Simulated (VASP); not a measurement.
# MnZnC4N4 (P-43m) in VASP: single point with PBE

Aim: the single point of MnZnC4N4 with PBE.

All numbers are computed with VASP 6.6.1; they aren't measurements. Logs are shortened: lines on timing, memory, paths and dates and some standing lists are left out, and cuts for length are marked.

### Step 1. The cell of the first run

It takes space group P-43m (No. 215, cubic). Conventional cell: a = 6.009 Å, b = 6.009 Å, c = 6.009 Å, α = 90.00°, β = 90.00°, γ = 90.00°. Within 2.7 Å of Mn (site symmetry -43m) lie 4 C at 2.08 Å. Zn (site symmetry -43m) has 4 N at 1.96 Å within 2.6 Å. Within 1.6 Å of C (site symmetry 3m) lie 1 N at 1.17 Å. Within 1.6 Å of N (site symmetry 3m) lie 1 C at 1.17 Å.

### Step 2. Single point, PBE, collinear spin, ferromagnetic start

Contents of INCAR:

```
ALGO = Normal
EDIFF = 1E-6
ENCUT = 520
GGA = PE
ISIF = 2
ISMEAR = 0
ISPIN = 2
LASPH = True
LCHARG = False
LMAXMIX = 4
LORBIT = 11
LREAL = False
LWAVE = False
MAGMOM = 4 0 0 0 0 0 0 0 0 0
NBANDS = 46
NELM = 150
PREC = Accurate
SIGMA = 0.1
```

Contents of KPOINTS:

```
k-points
0
Gamma
  4 4 4
```

Contents of POSCAR:

```
MnZnC4N4
1.0
    6.0091509186      0.0000000000      0.0000000000
    0.0000000000      6.0091509186      0.0000000000
    0.0000000000      0.0000000000      6.0091509186
Mn Zn C N
1 1 4 4
Direct
    0.0000000000      0.0000000000      0.0000000000
    0.5000000000      0.5000000000      0.5000000000
    0.1994601166      0.1994601166      0.1994601166
    0.1994601166      0.8005398834      0.8005398834
    0.8005398834      0.1994601166      0.8005398834
    0.8005398834      0.8005398834      0.1994601166
    0.3114572697      0.3114572697      0.3114572697
    0.3114572697      0.6885427303      0.6885427303
    0.6885427303      0.3114572697      0.6885427303
    0.6885427303      0.6885427303      0.3114572697
```

Potentials or basis: VASP PAW PBE potentials, release 64 (Mn_pv, Zn, C, N).

On the command line:

```
> cat potpaw_PBE.64/Mn_pv/POTCAR potpaw_PBE.64/Zn/POTCAR potpaw_PBE.64/C/POTCAR potpaw_PBE.64/N/POTCAR > POTCAR
> mpirun -np 1 vasp_std > vasp.out
```

OUTCAR:

```text
EDIFF = 1E-6
   ENCUT = 520
   GGA = PE
   ISIF = 2
   ISMEAR = 0
   ISPIN = 2
   LASPH = True
   LORBIT = 11
   LREAL = False
   NELM = 150
   PREC = Accurate

 ion  position               nearest neighbor table
   1  0.000  0.000  0.000-   3 2.08   4 2.08   5 2.08   6 2.08
   2  0.500  0.500  0.500-   7 1.96   8 1.96   9 1.96  10 1.96
   3  0.199  0.199  0.199-   7 1.17   1 2.08
   4  0.199  0.801  0.801-   8 1.17   1 2.08
   5  0.801  0.199  0.801-   9 1.17   1 2.08
   6  0.801  0.801  0.199-  10 1.17   1 2.08
   7  0.311  0.311  0.311-   3 1.17   2 1.96
   8  0.311  0.689  0.689-   4 1.17   2 1.96
   9  0.689  0.311  0.689-   5 1.17   2 1.96
  10  0.689  0.689  0.311-   6 1.17   2 1.96

  LATTYP: Found a simple cubic cell.
 ALAT       =     6.0091509186

  Lattice vectors:

 A1 = (   6.0091509186,   0.0000000000,   0.0000000000)
 A2 = (   0.0000000000,   6.0091509186,   0.0000000000)
 A3 = (   0.0000000000,   0.0000000000,   6.0091509186)

Analysis of symmetry for initial positions (statically):
=====================================================================
 Subroutine PRICEL returns:
 Original cell was already a primitive cell.

 Routine SETGRP: Setting up the symmetry group for a
 simple cubic supercell.

 Subroutine GETGRP returns: Found 24 space group operations
 (whereof 24 operations were pure point group operations)
 out of a pool of 48 trial point group operations.

The static configuration has the point symmetry T_d .

Analysis of symmetry for dynamics (positions and initial velocities):
=====================================================================
 Subroutine PRICEL returns:
 Original cell was already a primitive cell.

 Routine SETGRP: Setting up the symmetry group for a
 simple cubic supercell.

 Subroutine GETGRP returns: Found 24 space group operations
 (whereof 24 operations were pure point group operations)
 out of a pool of 48 trial point group operations.

The dynamic configuration has the point symmetry T_d .

Analysis of structural, dynamic, and magnetic symmetry:
=====================================================================
 Subroutine PRICEL returns:
 Original cell was already a primitive cell.

 Routine SETGRP: Setting up the symmetry group for a
[... 152 lines left out ...]
  free energy    TOTEN  =       -77.66800503 eV

  energy without entropy =      -77.66800503  energy(sigma->0) =      -77.66800503

 E-fermi :  -1.6063     XC(G=0):  -6.9306

 val. band max:       -2.2258117757   @ k =   0.5000   0.5000   0.0000
 cond. band min:      -0.1224123450   @ k =   0.5000   0.5000   0.0000
 fundamental gap:      2.1033994307
 Fermi energy:        -1.6062921970

 spin component 1

 k-point     1 :       0.0000    0.0000    0.0000
  band No.  band energies     occupation
      1     -51.4488      1.00000
      2     -51.4488      1.00000
      3     -51.4488      1.00000
      4     -19.1280      1.00000
      5     -19.0033      1.00000
      6     -19.0033      1.00000
[... 439 lines left out ...]
     41       3.9427      0.00000
     42       4.9153      0.00000
 Fermi energy:        -1.6062921970

 spin component 2

 k-point     1 :       0.0000    0.0000    0.0000
  band No.  band energies     occupation
      1     -47.0256      1.00000
      2     -47.0256      1.00000
      3     -47.0256      1.00000
      4     -19.0436      1.00000
      5     -18.9198      1.00000
      6     -18.9198      1.00000
[... 439 lines left out ...]
     41       4.0299      0.00000
     42       5.1259      0.00000
 [bands above 42 left out]

------------------------ aborting loop because EDIFF is reached ----------------------------------------

  FORCE on cell =-STRESS in cart. coord.  units (eV):
  Direction    XX          YY          ZZ          XY          YZ          ZX
  --------------------------------------------------------------------------------------
  -------------------------------------------------------------------------------------
  Total        0.9417916      0.9417916      0.9417916     -0.0000000      0.0000000      0.0000000
  in kB        6.9538617      6.9538617      6.9538617     -0.0000000      0.0000000      0.0000000
  external PRESSURE =       6.9538617 kB  Pullay stress =       0.0000000 kB

 VOLUME and BASIS-vectors are now :
 -----------------------------------------------------------------------------
  energy-cutoff  :      520.00
  volume of cell :      216.99
      direct lattice vectors                 reciprocal lattice vectors
     6.009150919  0.000000000  0.000000000     0.166412862  0.000000000  0.000000000
     0.000000000  6.009150919  0.000000000     0.000000000  0.166412862  0.000000000
     0.000000000  0.000000000  6.009150919     0.000000000  0.000000000  0.166412862

 POSITION                                       TOTAL-FORCE (eV/Angst)
 -----------------------------------------------------------------------------------
      0.00000      0.00000      0.00000        -0.000000      0.000000     -0.000000
      3.00458      3.00458      3.00458        -0.000000      0.000000     -0.000000
      1.19859      1.19859      1.19859        -0.203078     -0.203078     -0.203078
      1.19859      4.81056      4.81056        -0.203078      0.203078      0.203078
      4.81056      1.19859      4.81056         0.203078     -0.203078      0.203078
      4.81056      4.81056      1.19859         0.203078      0.203078     -0.203078
      1.87159      1.87159      1.87159         0.199024      0.199024      0.199024
      1.87159      4.13756      4.13756         0.199024     -0.199024     -0.199024
      4.13756      1.87159      4.13756        -0.199024      0.199024     -0.199024
      4.13756      4.13756      1.87159        -0.199024     -0.199024      0.199024
 -----------------------------------------------------------------------------------
    total drift:                                0.000000      0.000000     -0.000000

  FREE ENERGIE OF THE ION-ELECTRON SYSTEM (eV)
  ---------------------------------------------------
  free  energy   TOTEN  =       -77.6680050252 eV

  energy  without entropy=      -77.6680050252  energy(sigma->0) =      -77.66800503

 total charge

# of ion       s       p       d       tot
------------------------------------------
    1        0.304   6.329   4.836  11.468
    2        0.449   0.555   9.862  10.865
    3        0.965   1.623   0.000   2.588
    4        0.965   1.623   0.000   2.588
    5        0.965   1.623   0.000   2.588
    6        0.965   1.623   0.000   2.588
    7        1.300   2.602   0.000   3.902
    8        1.300   2.602   0.000   3.902
    9        1.300   2.602   0.000   3.902
   10        1.300   2.602   0.000   3.902
--------------------------------------------------
tot          9.812  23.785  14.697  48.294

 magnetization (x)

# of ion       s       p       d       tot
------------------------------------------
    1        0.027   0.100   4.017   4.143
    2       -0.001  -0.001   0.009   0.007
    3       -0.001  -0.015   0.000  -0.016
    4       -0.001  -0.015   0.000  -0.016
    5       -0.001  -0.015   0.000  -0.016
    6       -0.001  -0.015   0.000  -0.016
    7        0.004   0.064   0.000   0.068
    8        0.004   0.064   0.000   0.068
    9        0.004   0.064   0.000   0.068
   10        0.004   0.064   0.000   0.068
--------------------------------------------------
tot          0.038   0.294   4.026   4.358
```

stdout:

```text
POSCAR found type information on POSCAR MnZnC N
 POSCAR found :  4 types and      10 ions
 scaLAPACK will be used
 LDA part: xc-table for (Slater+PW92), standard interpolation
 POSCAR, INCAR and KPOINTS ok, starting setup
 FFT: planning ... GRIDC
 FFT: planning ... GRID_SOFT
 FFT: planning ... GRID
 WAVECAR not read
 entering main loop
```

Run time: 8.3 min. Hardware: 1 thread of AMD EPYC, shared host; peak memory 0.47 GiB.

Results:

```
Free energy                                           : -77.6680 eV
Pressure                                              : 0.7 GPa
Largest force                                         : 0.352 eV/Å
Band gap on the k mesh                                : 2.10 eV
Net moment                                            : 5.00 μB per cell
Site moments                                          : Mn +4.14; Zn +0.01; C -0.02; N +0.07 μB
Valence electrons inside the program's atomic spheres : Mn 11.47; Zn 10.87; C 2.59; N 3.90
```

Forces in eV/Å, atoms in the order of the input:
```
Mn   0.000  0.000  0.000
Zn   0.000  0.000  0.000
C   -0.203 -0.203 -0.203
C   -0.203  0.203  0.203
C    0.203 -0.203  0.203
C    0.203  0.203 -0.203
N    0.199  0.199  0.199
N    0.199 -0.199 -0.199
N   -0.199  0.199 -0.199
N   -0.199 -0.199  0.199
```

Caveat: a cell with one magnetic atom can't hold antiferromagnetic order, which such compounds often take.
